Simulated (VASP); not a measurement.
# Pb (P6_3/mmc) in VASP: notebook

The runs below take Pb through single point, with LDA.

Program: VASP 6.6.1. These are calculated values, not measurements. Logs are shortened: lines on timing, memory, paths and dates and some standing lists are left out, and cuts for length are marked.

## 1. The cell of the first run

The structure is hexagonal, space group P6_3/mmc (No. 194). Conventional cell: a = 3.398 Å, b = 3.398 Å, c = 5.678 Å, α = 90.00°, β = 90.00°, γ = 120.00°. Pb (site symmetry -6m2) has 12 Pb at 3.40 to 3.45 Å within 4.5 Å.

This isn't the form of Pb at room conditions, which is fcc.

## 2. Single point, LDA

The input, INCAR:

```
PREC     = Accurate       # precision mode
ENCUT    = 520            # plane-wave cutoff, eV
EDIFF    = 1E-7           # SCF threshold, eV
ISMEAR   = -1             # smearing method
SIGMA    = 0.08           # smearing width, eV
LREAL    = False          # projectors in reciprocal space
LASPH    = True           # aspherical terms in the spheres
NELM     = 60             # most SCF steps
ALGO     = Normal         # electronic algorithm
ISIF     = 2              # what is computed and relaxed
LWAVE    = False          # write WAVECAR
LCHARG   = True           # write CHGCAR
GGA      = CA             # functional
LELF     = True           # ELF
LVHAR    = True         
NBANDS   = 21             # bands
```

The input, KPOINTS:

```
regular mesh
0
Gamma
  16 16 10
```

The input, POSCAR:

```
Pb
1.0
    3.3979823902      0.0000000000      0.0000000000
   -1.6989911951      2.9427390716      0.0000000000
    0.0000000000      0.0000000000      5.6775432763
Pb
2
Direct
    0.3333333333      0.6666666667      0.2500000000
    0.6666666667      0.3333333333      0.7500000000
```

Potentials or basis: VASP PAW LDA potentials, release 64 (Pb_d).

Run with:

```sh
$ cat potpaw_LDA.64/Pb_d/POTCAR > POTCAR
$ mpirun -np 1 vasp_std > vasp.out
```

OUTCAR:

```text
PREC = Accurate
   ENCUT = 520
   EDIFF = 1E-7
   ISMEAR = -1
   LREAL = False
   LASPH = True
   NELM = 60
   ISIF = 2
   GGA = CA

 ion  position               nearest neighbor table
   1  0.333  0.667  0.250-   2 3.45   2 3.45   2 3.45   2 3.45   2 3.45   2 3.45
   2  0.667  0.333  0.750-   1 3.45   1 3.45   1 3.45   1 3.45   1 3.45   1 3.45

  LATTYP: Found a hexagonal cell.
 ALAT       =     3.3979823902
 C/A-ratio  =     1.6708571806

  Lattice vectors:

 A1 = (   3.3979823902,   0.0000000000,   0.0000000000)
 A2 = (  -1.6989911951,   2.9427390716,   0.0000000000)
 A3 = (   0.0000000000,   0.0000000000,   5.6775432763)

Analysis of symmetry for initial positions (statically):
=====================================================================
 Subroutine PRICEL returns:
 Original cell was already a primitive cell.

 Routine SETGRP: Setting up the symmetry group for a
 hexagonal supercell.

 Subroutine GETGRP returns: Found 24 space group operations
 (whereof 12 operations were pure point group operations)
 out of a pool of 24 trial point group operations.

The static configuration has the point symmetry D_3d.
 The point group associated with its full space group is D_6h.

Analysis of symmetry for dynamics (positions and initial velocities):
=====================================================================
 Subroutine PRICEL returns:
 Original cell was already a primitive cell.

 Routine SETGRP: Setting up the symmetry group for a
 hexagonal supercell.

 Subroutine GETGRP returns: Found 24 space group operations
 (whereof 12 operations were pure point group operations)
 out of a pool of 24 trial point group operations.

The dynamic configuration has the point symmetry D_3d.
 The point group associated with its full space group is D_6h.

 Subroutine INISYM returns: Found 24 space group operations
 (whereof 12 operations are pure point group operations),
 and found     1 'primitive' translations

----------------------------------------------------------------------------------------

                                     Primitive cell

  volume of cell :      56.7719

  direct lattice vectors                    reciprocal lattice vectors
     3.397982390  0.000000000  0.000000000     0.294292284  0.169909730  0.000000000
    -1.698991195  2.942739072  0.000000000     0.000000000  0.339819459  0.000000000
     0.000000000  0.000000000  5.677543276     0.000000000  0.000000000  0.176132519

  length of vectors
     3.397982390  3.397982390  5.677543276     0.339819459  0.339819459  0.176132519

  position of ions in fractional coordinates (direct lattice)
     0.333333333  0.666666667  0.250000000
     0.666666667  0.333333333  0.750000000

  ion indices of the primitive-cell ions
   primitive index   ion index
                 1           1
                 2           2

----------------------------------------------------------------------------------------

 KPOINTS: regular mesh

Automatic generation of k-mesh.
 Grid dimensions read from file:
 generate k-points for:   16   16   10

 Generating k-lattice:

  Cartesian coordinates                     Fractional coordinates (reciprocal lattice)
     0.018393268  0.010619358  0.000000000     0.062500000 -0.000000000  0.000000000
     0.000000000  0.021238716  0.000000000     0.000000000  0.062500000  0.000000000
     0.000000000  0.000000000  0.017613252     0.000000000  0.000000000  0.100000000

  Length of vectors
     0.021238716  0.021238716  0.017613252

  Shift w.r.t. Gamma in fractional coordinates (k-lattice)
     0.000000000  0.000000000  0.000000000

 Subroutine IBZKPT returns following result:
 ===========================================

 Found    180 irreducible k-points:

 Following reciprocal coordinates:
            Coordinates               Weight
  0.000000  0.000000  0.000000      1.000000
  0.062500  0.000000  0.000000      6.000000
  0.125000  0.000000  0.000000      6.000000
  0.187500 -0.000000  0.000000      6.000000
  0.250000  0.000000  0.000000      6.000000
  0.312500  0.000000  0.000000      6.000000
[... 16 lines left out ...]
  0.187500  0.187500  0.000000      6.000000
  0.250000  0.187500  0.000000     12.000000
 [... further k-points ...]
   k-points           NKPTS =    180   k-points in BZ     NKDIM =    180   number of bands    NBANDS=     21
   number of dos      NEDOS =    301   number of ions     NIONS =      2
   total plane-waves  NPLWV =  32928
   dimension x,y,z NGX =    28 NGY =   28 NGZ =   42
   dimension x,y,z NGXF=    56 NGYF=   56 NGZF=   84
   ions per type =               2
   NGX,Y,Z   is equivalent  to a cutoff of  13.70, 13.70, 12.30 a.u.
   NGXF,Y,Z  is equivalent  to a cutoff of  27.40, 27.40, 24.60 a.u.
 SYSTEM =  unknown system
   PREC   = accura    normal or accurate (medium, high low for compatibility)
   ISTART =      0    job   : 0-new  1-cont  2-samecut
   ICHARG =      2    charge: 1-file 2-atom 10-const
   ISPIN  =      1    spin polarized calculation?
   LNONCOLLINEAR =      F non collinear calculations
   LSORBIT =      F    spin-orbit coupling
   LASPH  =      T    aspherical Exc in radial PAW
   ENCUT  =  520.0 eV  38.22 Ry    6.18 a.u.   6.32  6.32 10.56*2*pi/ulx,y,z
   NELM   =     60;   NELMIN=  2; NELMDL= -5     # of ELM steps
   EDIFF  = 0.1E-06   stopping-criterion for ELM
   LREAL  =      F    real-space projection
   EDIFFG = 0.1E-05   stopping-criterion for IOM
   NSW    =      0    number of steps for IOM
   IBRION =     -1    ionic relax: 0-MD 1-quasi-New 2-CG
   NFREE  =      0    steps in history (QN), initial steepest desc. (CG)
   ISIF   =      2    stress and relaxation
   ISYM   =      2    0-nonsym 1-usesym 2-fastsym
   POTIM  = 0.5000    time-step for ionic-motion
   TEBEG  =    0.0;   TEEND  =   0.0 temperature during run
   PSTRESS=    0.0 pullay stress
   NELECT =      28.0000    total number of electrons
   NUPDOWN=      -1.0000    fix difference up-down
   EMIN   =  10.00;   EMAX   =-10.00  energy-range for DOS
   EFERMI =   0.00;   METHOD = LEGACY
   ISMEAR =    -1;   SIGMA  =   0.08  broadening in eV -4-tet -1-fermi 0-gaus
   EFERMI_NEDOS =   21; number of points for ismear=-14 and -15
   IALGO  =     38    algorithm
   IMIX   =      4    mixing-type and parameters
     AMIX     =   0.40;   BMIX     =  1.00
     AMIX_MAG =   1.60;   BMIX_MAG =  1.00
  volume/ion in A,a.u.               =      28.39       191.56
  Fermi-wavevector in a.u.,A,eV,Ry     =   1.293450  2.444267 22.762731  1.673014
  Thomas-Fermi vector in A             =   2.425095
   LORBIT       =      0    0 simple, 1 ext, 2 COOP (PROOUT), +10 PAW based schemes
   GGA     = CA    functional components
   LHFCALC =     F    Hartree Fock is set to
   AEXX    =    0.0000 exact exchange contribution
   IVDW    =     0    specifies the selected vdW correction
   LEPSILON=     F    determine dielectric tensor
   LRPA    =     F    only Hartree local field effects (RPA)
 non-spin polarized calculation
  energy-cutoff  :      520.00
  volume of cell :       56.77
 maximum number of plane-waves:      1545
 NGX is ok and might be reduce to    28
   NGX = 13   NGY = 13   NGZ = 21

 number of electron      28.0000006 magnetization

 Free energy of the ion-electron system (eV)
  ---------------------------------------------------
  ext. energy  EPLUGINS =         0.00000000
  ---------------------------------------------------
  free energy    TOTEN  =        -8.49434848 eV

  energy without entropy =       -8.47319083  energy(sigma->0) =       -8.48376965

 E-fermi :   7.7368     XC(G=0): -10.7757

 val. band max:        7.7023808847   @ k =   0.3125   0.0625   0.2000
 cond. band min:       7.7380043851   @ k =   0.3750   0.1875   0.0000
 fundamental gap:      0.0356235004
 Fermi energy:         7.7367802480

 k-point     1 :       0.0000    0.0000    0.0000
  band No.  band energies     occupation
      1      -9.3488      2.00000
      2      -9.3136      2.00000
      3      -9.2806      2.00000
      4      -9.2806      2.00000
      5      -9.2562      2.00000
      6      -9.2562      2.00000
[... 13 lines left out ...]
     20      17.2496      0.00000
     21      19.6077      0.00000

 k-point     2 :       0.0625    0.0000    0.0000
  band No.  band energies     occupation
      1      -9.3434      2.00000
      2      -9.3145      2.00000
      3      -9.2745      2.00000
      4      -9.2685      2.00000
      5      -9.2552      2.00000
      6      -9.2446      2.00000
[... 13 lines left out ...]
     20      17.7357      0.00000
     21      19.1468      0.00000

 k-point     3 :       0.1250    0.0000    0.0000
  band No.  band energies     occupation
      1      -9.3487      2.00000
      2      -9.3030      2.00000
      3      -9.2671      2.00000
      4      -9.2364      2.00000
      5      -9.2339      2.00000
      6      -9.2112      2.00000
[... 13 lines left out ...]
     20      18.2471      0.00000
     21      18.4871      0.00000

 k-point     4 :       0.1875   -0.0000    0.0000
  band No.  band energies     occupation
      1      -9.3751      2.00000
      2      -9.2827      2.00000
      3      -9.2621      2.00000
      4      -9.2172      2.00000
      5      -9.1976      2.00000
      6      -9.1884      2.00000
[... 13 lines left out ...]
     20      17.6092      0.00000
     21      18.6726      0.00000

 k-point     5 :       0.2500    0.0000    0.0000
  band No.  band energies     occupation
      1      -9.4077      2.00000
      2      -9.2947      2.00000
      3      -9.2539      2.00000
      4      -9.2244      2.00000
      5      -9.2166      2.00000
      6      -9.1294      2.00000
[... 13 lines left out ...]
     20      17.2866      0.00000
     21      18.4776      0.00000
[... 382 lines left out ...]
     20      16.4316      0.00000
     21      20.6153      0.00000

 k-point    22 :       0.4375    0.1250    0.0000
  band No.  band energies     occupation
      1      -9.4362      2.00000
      2      -9.3672      2.00000
      3      -9.2951      2.00000
      4      -9.2535      2.00000
      5      -9.1617      2.00000
      6      -9.1284      2.00000
[... 13 lines left out ...]
     20      16.3798      0.00000
     21      20.5679      0.00000

 k-point    23 :       0.1875    0.1875    0.0000
  band No.  band energies     occupation
      1      -9.3341      2.00000
      2      -9.3227      2.00000
      3      -9.2963      2.00000
      4      -9.2447      2.00000
      5      -9.1907      2.00000
      6      -9.1588      2.00000
[... 13 lines left out ...]
     20      18.3098      0.00000
     21      18.9858      0.00000

 k-point    24 :       0.2500    0.1875    0.0000
  band No.  band energies     occupation
      1      -9.3501      2.00000
      2      -9.3312      2.00000
      3      -9.2894      2.00000
      4      -9.2492      2.00000
      5      -9.1763      2.00000
      6      -9.1299      2.00000
[... 13 lines left out ...]
     20      18.3481      0.00000
     21      19.7051      0.00000

 [... further k-points ...]
[... 5 lines left out ...]
  --------------------------------------------------------------------------------------
  -------------------------------------------------------------------------------------
  Total        0.3745089      0.3745089      0.3760098      0.0000000      0.0000000      0.0000000
  in kB       10.5691328     10.5691328     10.6114904      0.0000000      0.0000000      0.0000000
  external PRESSURE =      10.5832520 kB  Pullay stress =       0.0000000 kB

 VOLUME and BASIS-vectors are now :
 -----------------------------------------------------------------------------
  energy-cutoff  :      520.00
  volume of cell :       56.77
      direct lattice vectors                 reciprocal lattice vectors
     3.397982390  0.000000000  0.000000000     0.294292284  0.169909730  0.000000000
    -1.698991195  2.942739072  0.000000000     0.000000000  0.339819459  0.000000000
     0.000000000  0.000000000  5.677543276     0.000000000  0.000000000  0.176132519

 POSITION                                       TOTAL-FORCE (eV/Angst)
 -----------------------------------------------------------------------------------
     -0.00000      1.96183      1.41939        -0.000000      0.000000      0.000000
      1.69899      0.98091      4.25816         0.000000     -0.000000      0.000000
 -----------------------------------------------------------------------------------
    total drift:                               -0.000000      0.000000      0.000000

  FREE ENERGIE OF THE ION-ELECTRON SYSTEM (eV)
  ---------------------------------------------------
  free  energy   TOTEN  =        -8.4943484800 eV

  energy  without entropy=       -8.4731908298  energy(sigma->0) =       -8.48376965
```

It took 5.1 min on 1 thread of AMD EPYC 7R13, shared host; peak memory 0.25 GiB.

Results:

```yaml
Free_energy: -8.4943 eV
Pressure: 1.1 GPa
Band_gap_on_the_k_mesh: zero (bands 14 and 15 overlap by 8.01 eV)
```

Levels at points of the mesh, in eV from the Fermi level:
```tsv
k point	band 10	band 11	band 12	band 13	band 14	band 15	band 16	band 17	band 18	band 19
(0.00, 0.00, 0.00)	-16.72	-12.20	-8.39	-4.54	6.20	6.20	7.58	8.05	8.05	9.47
(0.50, 0.00, 0.00)	-16.67	-8.32	-7.11	-3.10	-1.74	-0.54	1.81	2.31	5.91	6.66
(0.00, 0.00, 0.50)	-16.79	-10.95	-10.95	0.61	0.61	7.07	7.07	7.07	7.07	9.65
(0.50, 0.00, 0.50)	-16.68	-7.49	-7.49	-3.94	-3.94	3.61	3.61	3.72	3.72	7.21
```

Caveat: spin-orbit coupling is left out, which moves the levels of the heavy elements.

## 3. Single point, LDA

This run uses another cell than the first one, of 28.91 Å³/atom.

The input, INCAR:

```
PREC = Accurate
ENCUT = 520
EDIFF = 1E-6
ISMEAR = -1
SIGMA = 0.08
LREAL = F
LASPH = T
NELM = 100
ALGO = Normal
ISIF = 2
LWAVE = F
LCHARG = F
NBANDS = 21
```

The input, KPOINTS:

```
Automatic mesh
0
Gamma
  16 16 10
```

The input, POSCAR:

```
Pb
1.0
    3.4190659614      0.0000000000      0.0000000000
   -1.7095329807      2.9609979798      0.0000000000
    0.0000000000      0.0000000000      5.7111877102
Pb
2
Direct
    0.3333333333      0.6666666667      0.2500000000
    0.6666666667      0.3333333333      0.7500000000
```

Potentials or basis: VASP PAW LDA potentials, release 64 (Pb_d).

Run with:

```sh
$ cat potpaw_LDA.64/Pb_d/POTCAR > POTCAR
$ mpirun -np 1 vasp_std > vasp.out
```

It took 4.4 min on 1 thread of AMD EPYC 7R13, shared host; peak memory 0.25 GiB.

Results (log left out):

- Free energy: -8.4985 eV
- Pressure: 0.1 GPa
- Band gap on the k mesh: zero (bands 14 and 15 overlap by 7.85 eV)

Levels at points of the mesh, in eV from the Fermi level:
| k point | band 12 | band 13 | band 14 | band 15 | band 16 | band 17 |
| --- | --- | --- | --- | --- | --- | --- |
| (0.00, 0.00, 0.00) | -8.37 | -4.44 | 6.09 | 6.09 | 7.45 | 7.89 |
| (0.50, 0.00, 0.00) | -7.10 | -3.07 | -1.71 | -0.51 | 1.80 | 2.29 |
| (0.00, 0.00, 0.50) | -10.84 | 0.59 | 0.59 | 6.93 | 6.93 | 6.93 |
| (0.50, 0.00, 0.50) | -7.49 | -3.86 | -3.86 | 3.55 | 3.55 | 3.66 |

Caveat: spin-orbit coupling is left out, which moves the levels of the heavy elements.

The gap in the log of VASP goes by the Fermi energy; the results here count the filled bands.